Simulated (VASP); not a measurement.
Runs of VASP 6.6.1 on MgO. The structure is that of space group P-6m2 (No. 187), or close to it. The cells are those of the table. 

```csv
cell,gap on the mesh (eV),pressure (GPa)
"a = 2.938, b = 2.938, c = 2.680 Å, angles 90.0, 90.0, 120.0°, 2 atoms",2.96,(d)
"a = 2.885, b = 2.885, c = 2.631 Å, angles 90.0, 90.0, 120.0°, 2 atoms",3.38,(c)
"a = 3.014, b = 3.014, c = 2.749 Å, angles 90.0, 90.0, 120.0°, 2 atoms",2.41,-18.6
"a = 2.989, b = 2.989, c = 2.726 Å, angles 90.0, 90.0, 120.0°, 2 atoms",(b),-16.4
"a = 2.964, b = 2.964, c = 2.703 Å, angles 90.0, 90.0, 120.0°, 2 atoms",(a),-13.9
"a = 2.912, b = 2.912, c = 2.656 Å, angles 90.0, 90.0, 120.0°, 2 atoms",3.16,-7.6
"a = 2.857, b = 2.857, c = 2.606 Å, angles 90.0, 90.0, 120.0°, 2 atoms",3.61,0.9
```

Alike in all rows: task single point; level LDA; potentials or basis VASP PAW LDA potentials, release 64 (Mg, O); no spin polarisation; k mesh 7 × 7 × 6; cutoff (eV) 520; smearing gaussian 0.01 eV.

Problem. Fill in the values left out.

Solution. (a) 2.77; (b) 2.58; (c) -3.7; (d) -11.0.

A k mesh can miss the band edges.
